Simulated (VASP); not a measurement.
Ge2SbO3:

```
CELL_PARAMETERS angstrom
4.41065 0.00000 0.00000
-2.20532 3.81973 0.00000
0.00000 0.00000 6.32239
ATOMIC_POSITIONS crystal
Ge 0.00000 0.00000 0.65157
Ge 0.00000 0.00000 0.34843
Sb 0.00000 0.00000 0.00000
O 0.50000 0.00000 0.00000
O 0.00000 0.50000 0.00000
O 0.50000 0.50000 0.00000
```

The cell was generated, and may not be a known phase.

- Program: VASP 6.6.1
- Task: relaxation of cell and atoms
- Functional: PBE
- Potentials or basis: VASP PAW PBE potentials, release 64 (Ge_d, Sb, O)
- Cutoff: 600 eV
- k mesh: 6 × 6 × 4
- Occupations: gaussian, width 0.1 eV
- Spin: no spin polarisation

At the start: pressure 22.1 GPa; volume 17.75 Å³/atom.

Problem. Where does the relaxation end?

Solution. Over 7 steps the energy falls by 665.6 meV/atom and the volume is 21.65 Å³/atom (+22.0 %); space group P6/mmm (No. 191, to 0.1 Å) before and after.

Step by step:
| step | energy change (eV) | largest force (eV/Å) | pressure (GPa) | volume (Å³) |
| --- | --- | --- | --- | --- |
| 1 | 0.0000 | 1.3337 | 22.06 | 106.52 |
| 2 | -3.2262 | 1.3893 | -4.32 | 143.86 |
| 3 | -3.7520 | 1.9109 | 0.21 | 128.55 |
| 4 | -3.7618 | 1.8509 | -0.77 | 131.07 |
| 5 | -3.7640 | 1.8635 | -0.57 | 130.47 |
| 6 | -3.9801 | 0.5347 | -0.47 | 130.05 |
| 7 | -3.9938 | 0.0079 | -0.14 | 129.93 |

Final structure:
```cif
data_structure
_symmetry_space_group_name_H-M 'P 1'
_symmetry_Int_Tables_number 1
_cell_length_a 4.3557
_cell_length_b 4.3557
_cell_length_c 7.9076
_cell_angle_alpha 90.000
_cell_angle_beta 90.000
_cell_angle_gamma 120.000
_cell_volume 129.93
loop_
_atom_site_label
_atom_site_type_symbol
_atom_site_fract_x
_atom_site_fract_y
_atom_site_fract_z
_atom_site_occupancy
Ge1 Ge 0.00000 0.00000 0.64548 1
Ge2 Ge 0.00000 0.00000 0.35452 1
Sb1 Sb 0.00000 0.00000 0.00000 1
O1 O 0.50000 0.00000 0.00000 1
O2 O 0.00000 0.50000 0.00000 1
O3 O 0.50000 0.50000 0.00000 1
```

Caveat: the volume moved by over 15 % at a fixed basis, so the end points are rough; an odd number of electrons without spin polarisation forces a metal; a magnetic or distorted state may lie lower.
